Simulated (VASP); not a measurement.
SbSeBr3:

```xyz
5
Lattice="3.2562 -4.6013 0.0000 3.2562 4.6013 0.0000 0.0000 0.0000 5.1462" Properties=species:S:1:pos:R:3 pbc="T T T"
Sb    0.0000    0.0000    0.0000
Se    3.2562    0.0000    0.0000
Br    1.6281    2.3007    2.5731
Br    1.6281   -2.3007    2.5731
Br    3.2562    0.0000    2.5731
```

The cell was built from a structure type or drawn by symmetry, and may not be a known phase.

```yaml
Program: VASP 6.6.1
Task: relaxation of cell and atoms
Functional: PBE
Potentials_or_basis: VASP PAW PBE potentials, release 64 (Sb, Se, Br)
Cutoff: 600 eV
k_mesh: 4 × 4 × 4
Occupations: gaussian, width 0.1 eV
Spin: no spin polarisation
```

At the start: pressure 1.1 GPa; volume 30.84 Å³/atom.

Q: Where does the relaxation end?

A: Over 17 steps the energy falls by 365.9 meV/atom and the volume is 41.58 Å³/atom (+34.8 %); space group Cmmm (No. 65, to 0.1 Å) before and after.

Step by step:
```csv
step,energy change (eV),largest force (eV/Å),pressure (GPa),volume (Å³)
1,0.0000,0.0000,1.12,154.21
2,-0.0449,0.0000,0.19,159.03
3,-0.0607,0.0000,-1.02,167.04
4,-0.0934,0.0000,-1.11,168.11
5,-0.2311,0.0000,-1.27,171.06
6,-0.6094,0.0000,-1.05,175.71
7,-1.7028,0.0000,1.49,180.14
8,-1.5027,0.0000,4.30,180.13
9,-1.7046,0.0000,2.07,180.22
10,-1.7246,0.0000,2.18,184.75
11,-1.7248,0.0000,2.22,186.06
12,-1.7750,0.0000,1.52,191.34
13,-1.8278,0.0000,0.11,204.34
14,-1.8284,0.0000,-0.02,205.81
15,-1.8284,0.0000,-0.06,206.22
16,-1.8291,0.0000,-0.05,206.74
17,-1.8297,0.0000,-0.02,207.88
```

Final structure:
```
CELL_PARAMETERS angstrom
2.66432 -7.30396 0.00000
2.66432 7.30396 0.00000
0.00000 0.00000 5.34114
ATOMIC_POSITIONS crystal
Sb 0.00000 0.00000 0.00000
Se 0.50000 0.50000 0.00000
Br 0.00000 0.50000 0.50000
Br 0.50000 0.00000 0.50000
Br 0.50000 0.50000 0.50000
```

Caveat: the volume moved by over 15 % at a fixed basis, so the end points are rough.
